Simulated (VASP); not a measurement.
# BaCd3Se4 (Immm) in VASP: single point with PBE

Aim: the single point of BaCd3Se4 with PBE.

Everything below comes from runs of VASP 6.6.1. Logs are shortened: lines on timing, memory, paths and dates and some standing lists are left out, and cuts for length are marked.

## 1. The cell of the first run

Symmetry: Immm, No. 71, orthorhombic system. Conventional cell: a = 7.371 Å, b = 8.369 Å, c = 10.416 Å, α = 90.00°, β = 90.00°, γ = 90.00°. Within 4.8 Å of Ba (site symmetry mmm) lie 6 Cd at 3.69 to 4.60 Å and 8 Se at 4.39 to 4.48 Å. Within 3.6 Å of Cd (site symmetry mm2) lie 1 Cd at 2.76 Å and 2 Se at 2.78 Å. Within 3.4 Å of Cd (site symmetry mmm) lie 2 Se at 2.55 Å and 2 Cd at 2.76 Å. Within 3.5 Å of Se (site symmetry 2mm) lie 3 Se at 2.65 to 2.87 Å and 2 Cd at 2.78 Å. Within 3.4 Å of Se (site symmetry m2m) lie 1 Cd at 2.55 Å and 3 Se at 2.87 to 3.27 Å.

## 2. Single point, PBE

Input file INCAR:

```
SYSTEM = BaCd3Se4
ALGO = Normal ; EDIFF = 1E-6
ENCUT = 520 ; GGA = PE
ISIF = 2 ; ISMEAR = 0
LASPH = .TRUE. ; LCHARG = .TRUE.
LELF = .TRUE. ; LREAL = .FALSE.
LVHAR = .TRUE. ; LWAVE = .FALSE.
NBANDS = 45 ; NELM = 80
PREC = Accurate ; SIGMA = 0.15
```

Input file KPOINTS:

```
k-points
0
G
  3 3 3
  0 0 0
```

Input file POSCAR:

```
BaCd3Se4
1.0
   -3.6854819571      4.1843873156      5.2080518960
    3.6854819571     -4.1843873156      5.2080518960
    3.6854819571      4.1843873156     -5.2080518960
Ba Cd Se
1 3 4
Direct
    0.5000000000      0.0000000000      0.5000000000
    0.2349308526      0.2349308526      0.0000000000
    0.7650691474      0.7650691474      0.0000000000
    0.5000000000      0.5000000000      0.0000000000
    0.0000000000      0.1797223707      0.1797223707
    0.0000000000      0.8202776293      0.8202776293
    0.8045030853      0.5000000000      0.3045030853
    0.1954969147      0.5000000000      0.6954969147
```

Potentials or basis: VASP PAW PBE potentials, release 64 (Ba_sv, Cd, Se).

Launch:

```sh
$ cat potpaw_PBE.64/Ba_sv/POTCAR potpaw_PBE.64/Cd/POTCAR potpaw_PBE.64/Se/POTCAR > POTCAR
$ mpirun -np 1 vasp_std > vasp.out
```

OUTCAR:

```text
SYSTEM = BaCd3Se4
   EDIFF = 1E-6
   ENCUT = 520
   GGA = PE
   ISIF = 2
   ISMEAR = 0
   LASPH = .TRUE.
   LREAL = .FALSE.
   NELM = 80
   PREC = Accurate

 ion  position               nearest neighbor table
   1  0.500  0.000  0.500-   4 3.69   4 3.69
   2  0.235  0.235  0.000-   4 2.76   6 2.78   5 2.78
   3  0.765  0.765  0.000-   4 2.76   5 2.78   6 2.78
   4  0.500  0.500  0.000-   7 2.55   8 2.55   2 2.76   3 2.76   1 3.69   1 3.69
   5  0.000  0.180  0.180-   6 2.65   3 2.78   2 2.78
   6  0.000  0.820  0.820-   5 2.65   2 2.78   3 2.78
   7  0.805  0.500  0.305-   4 2.55
   8  0.195  0.500  0.695-   4 2.55

  LATTYP: Found a body centered orthorhombic cell.
 ALAT       =     7.3709639142
 B/A-ratio  =     1.1353704520
 C/A-ratio  =     1.4131264124

  Lattice vectors:

 A1 = (  -3.6854819571,   4.1843873156,   5.2080518960)
 A2 = (   3.6854819571,  -4.1843873156,   5.2080518960)
 A3 = (   3.6854819571,   4.1843873156,  -5.2080518960)

Analysis of symmetry for initial positions (statically):
=====================================================================
 Subroutine PRICEL returns:
 Original cell was already a primitive cell.

 Routine SETGRP: Setting up the symmetry group for a
 body centered orthorhombic supercell.

 Subroutine GETGRP returns: Found  8 space group operations
 (whereof  8 operations were pure point group operations)
 out of a pool of  8 trial point group operations.

The static configuration has the point symmetry D_2h.

Analysis of symmetry for dynamics (positions and initial velocities):
=====================================================================
 Subroutine PRICEL returns:
 Original cell was already a primitive cell.

 Routine SETGRP: Setting up the symmetry group for a
 body centered orthorhombic supercell.

 Subroutine GETGRP returns: Found  8 space group operations
 (whereof  8 operations were pure point group operations)
 out of a pool of  8 trial point group operations.

The dynamic configuration has the point symmetry D_2h.

 Subroutine INISYM returns: Found  8 space group operations
 (whereof  8 operations are pure point group operations),
 and found     1 'primitive' translations

----------------------------------------------------------------------------------------

                                     Primitive cell

  volume of cell :     321.2636

[... 87 lines left out ...]
   IBRION =     -1    ionic relax: 0-MD 1-quasi-New 2-CG
   NFREE  =      0    steps in history (QN), initial steepest desc. (CG)
   ISIF   =      2    stress and relaxation
   ISYM   =      2    0-nonsym 1-usesym 2-fastsym
   POTIM  = 0.5000    time-step for ionic-motion
   TEBEG  =    0.0;   TEEND  =   0.0 temperature during run
   PSTRESS=    0.0 pullay stress
   NELECT =      70.0000    total number of electrons
   NUPDOWN=      -1.0000    fix difference up-down
   EMIN   =  10.00;   EMAX   =-10.00  energy-range for DOS
   EFERMI =   0.00;   METHOD = LEGACY
   ISMEAR =     0;   SIGMA  =   0.15  broadening in eV -4-tet -1-fermi 0-gaus
   EFERMI_NEDOS =   21; number of points for ismear=-14 and -15
   IALGO  =     38    algorithm
   IMIX   =      4    mixing-type and parameters
     AMIX     =   0.40;   BMIX     =  1.00
     AMIX_MAG =   1.60;   BMIX_MAG =  1.00
  volume/ion in A,a.u.               =      40.16       271.00
  Fermi-wavevector in a.u.,A,eV,Ry     =   0.985115  1.861598 13.203801  0.970452
  Thomas-Fermi vector in A             =   2.116398
   LORBIT       =      0    0 simple, 1 ext, 2 COOP (PROOUT), +10 PAW based schemes
   GGA     = PE    functional components
   LHFCALC =     F    Hartree Fock is set to
   AEXX    =    0.0000 exact exchange contribution
   IVDW    =     0    specifies the selected vdW correction
   LEPSILON=     F    determine dielectric tensor
   LRPA    =     F    only Hartree local field effects (RPA)
 non-spin polarized calculation
 Gauss-broadening in eV      SIGMA  =   0.15
  energy-cutoff  :      520.00
  volume of cell :      321.26
 maximum number of plane-waves:      8684
 NGX is ok and might be reduce to    60
   NGX = 29   NGY = 29   NGZ = 29

 number of electron      70.0000003 magnetization

 Free energy of the ion-electron system (eV)
  ---------------------------------------------------
  ext. energy  EPLUGINS =         0.00000000
  ---------------------------------------------------
  free energy    TOTEN  =       -18.09337637 eV

  energy without entropy =      -18.05303519  energy(sigma->0) =      -18.07320578

 E-fermi :   1.1906     XC(G=0):  -7.5039

 val. band max:        1.1177723825   @ k =  -0.3333   0.3333  -0.0000
 cond. band min:       1.2090441290   @ k =  -0.3333  -0.3333   0.3333
 fundamental gap:      0.0912717465
 Fermi energy:         1.1905706578

 k-point     1 :       0.0000    0.0000    0.0000
  band No.  band energies     occupation
      1     -29.2542      2.00000
      2     -14.4120      2.00000
      3     -14.3178      2.00000
      4     -14.2352      2.00000
      5     -13.2088      2.00000
      6     -11.4000      2.00000
[... 373 lines left out ...]
     44       3.9670      0.00000
     45       4.0077      0.00000

------------------------ aborting loop because EDIFF is reached ----------------------------------------

  FORCE on cell =-STRESS in cart. coord.  units (eV):
  Direction    XX          YY          ZZ          XY          YZ          ZX
  --------------------------------------------------------------------------------------
  -------------------------------------------------------------------------------------
  Total       -0.0601918      0.6706843      0.3678128      0.0000000      0.0000000      0.0000000
  in kB       -0.3001831      3.3447775      1.8343238      0.0000000      0.0000000      0.0000000
  external PRESSURE =       1.6263061 kB  Pullay stress =       0.0000000 kB

 VOLUME and BASIS-vectors are now :
 -----------------------------------------------------------------------------
  energy-cutoff  :      520.00
  volume of cell :      321.26
      direct lattice vectors                 reciprocal lattice vectors
    -3.685481957  4.184387316  5.208051896     0.000000000  0.119491807  0.096005188
     3.685481957 -4.184387316  5.208051896     0.135667467  0.000000000  0.096005188
     3.685481957  4.184387316 -5.208051896     0.135667467  0.119491807  0.000000000

 POSITION                                       TOTAL-FORCE (eV/Angst)
 -----------------------------------------------------------------------------------
      0.00000      4.18439      0.00000         0.000000      0.000000     -0.000000
      0.00000      0.00000      2.44706        -0.000000      0.000000      0.001842
      0.00000      0.00000      7.96904         0.000000      0.000000     -0.001842
      0.00000      0.00000      5.20805         0.000000      0.000000      0.000000
      1.32473      0.00000      0.00000         0.063766      0.000000      0.000000
      6.04624      0.00000      0.00000        -0.063766      0.000000     -0.000000
      0.00000      2.54832      5.20805         0.000000      0.069372      0.000000
      3.68548      1.63607      0.00000         0.000000     -0.069372      0.000000
 -----------------------------------------------------------------------------------
    total drift:                               -0.000000     -0.000000      0.000000

  FREE ENERGIE OF THE ION-ELECTRON SYSTEM (eV)
  ---------------------------------------------------
  free  energy   TOTEN  =       -18.0933763683 eV

  energy  without entropy=      -18.0530351916  energy(sigma->0) =      -18.07320578
```

OSZICAR:

```text
N       E                     dE             d eps       ncg     rms          rms(c)
DAV:   1     0.480838465928E+03    0.48084E+03   -0.30215E+04   720   0.133E+03
DAV:   2     0.208623150912E+02   -0.45998E+03   -0.44528E+03   877   0.301E+02
DAV:   3    -0.189017817931E+02   -0.39764E+02   -0.39238E+02   888   0.850E+01
DAV:   4    -0.198254814551E+02   -0.92370E+00   -0.91843E+00   902   0.109E+01
DAV:   5    -0.198486329894E+02   -0.23152E-01   -0.23141E-01   975   0.146E+00    0.949E+00
DAV:   6    -0.181582624692E+02    0.16904E+01   -0.47316E+00   921   0.106E+01    0.701E+00
DAV:   7    -0.181039506799E+02    0.54312E-01   -0.79504E-01   810   0.349E+00    0.340E+00
DAV:   8    -0.180854108012E+02    0.18540E-01   -0.12002E-01   894   0.163E+00    0.584E-01
DAV:   9    -0.180882458304E+02   -0.28350E-02   -0.29296E-02   899   0.848E-01    0.247E-01
DAV:  10    -0.180918374180E+02   -0.35916E-02   -0.48401E-03   810   0.272E-01    0.120E-01
DAV:  11    -0.180930971283E+02   -0.12597E-02   -0.13128E-03   831   0.128E-01    0.355E-02
DAV:  12    -0.180933224238E+02   -0.22530E-03   -0.28582E-04   817   0.619E-02    0.237E-02
DAV:  13    -0.180933666331E+02   -0.44209E-04   -0.66363E-05   844   0.308E-02    0.645E-03
DAV:  14    -0.180933734328E+02   -0.67997E-05   -0.86829E-06   743   0.112E-02    0.354E-03
DAV:  15    -0.180933760003E+02   -0.25675E-05   -0.34005E-06   628   0.683E-03    0.154E-03
DAV:  16    -0.180933763683E+02   -0.36798E-06   -0.66565E-07   575   0.366E-03
   1 F= -.18093376E+02 E0= -.18073206E+02  d E =-.403412E-01
```

Wall time 3.2 min (1 thread of Intel Xeon Platinum 8375C at 2.90GHz (Ice Lake), shared host); peak memory 0.56 GiB.

Results:

```
Free energy            : -18.0934 eV
Pressure               : 0.2 GPa
Largest force          : 0.069 eV/Å
Band gap on the k mesh : zero (band 35 reaches 1.54 eV, above the bottom of band 36 at 1.12 eV)
```

Forces on the atoms (eV/Å):
```
Ba   0.000  0.000  0.000
Cd   0.000  0.000  0.002
Cd   0.000  0.000 -0.002
Cd   0.000  0.000  0.000
Se   0.064  0.000  0.000
Se  -0.064  0.000  0.000
Se   0.000  0.069  0.000
Se   0.000 -0.069  0.000
```

Caveat: the k points lie up to 0.38 Å⁻¹ apart; spin-orbit coupling is left out, which moves the levels of the heavy elements.
